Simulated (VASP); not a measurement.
Input of a VASP 6.6.1 run:

File INCAR:

```
ALGO     = Fast           # electronic algorithm
EDIFF    = 1E-6           # SCF threshold, eV
ENCUT    = 520            # plane-wave cutoff, eV
GGA      = PS             # functional
ISIF     = 2              # what is computed and relaxed
ISMEAR   = 0              # smearing method
LASPH    = T              # aspherical terms in the spheres
LCHARG   = T              # write CHGCAR
LELF     = T              # ELF
LREAL    = F              # projectors in reciprocal space
LVHAR    = T            
LWAVE    = F              # write WAVECAR
NBANDS   = 30             # bands
NELM     = 60             # most SCF steps
PREC     = Accurate       # precision mode
SIGMA    = 0.15           # smearing width, eV
```

File KPOINTS:

```
k-points
0
Gamma
  16 16 16
```

POSCAR

```
Ga3Sb
1.0
   -2.0228484173      2.2357798297      4.5452891320
    2.0228484173     -2.2357798297      4.5452891320
    2.0228484173      2.2357798297     -4.5452891320
Ga Sb
3 1
Direct
    0.7500000000      0.2500000000      0.5000000000
    0.2500000000      0.7500000000      0.5000000000
    0.5000000000      0.5000000000      0.0000000000
    0.0000000000      0.0000000000      0.0000000000
```

Potentials or basis: VASP PAW PBE potentials, release 64 (Ga_d, Sb).

Launch:

```console
$ cat potpaw_PBE.64/Ga_d/POTCAR potpaw_PBE.64/Sb/POTCAR > POTCAR
$ mpirun -np 1 vasp_std > vasp.out
```

Q: What does it give for the band gap on the k mesh?

A: Zero (bands 22 and 23 overlap by 4.60 eV).

Q: What does it give for the largest force?

A: 0.086 eV/Å.

Q: What does it give for the pressure?

A: 0.2 GPa.

Stress tensor (GPa, compression positive):
```
0.12 0.00 0.00
0.00 0.06 0.00
0.00 0.00 0.39
```

Caveat: the cell differs from its parent crystal (strain -0.0500 x Voigt [1, -1, 0, 0, 0, 0]); the PAW data sets were made with another functional, which shifts forces and pressure a little; spin-orbit coupling is left out, which moves the levels of the heavy elements.
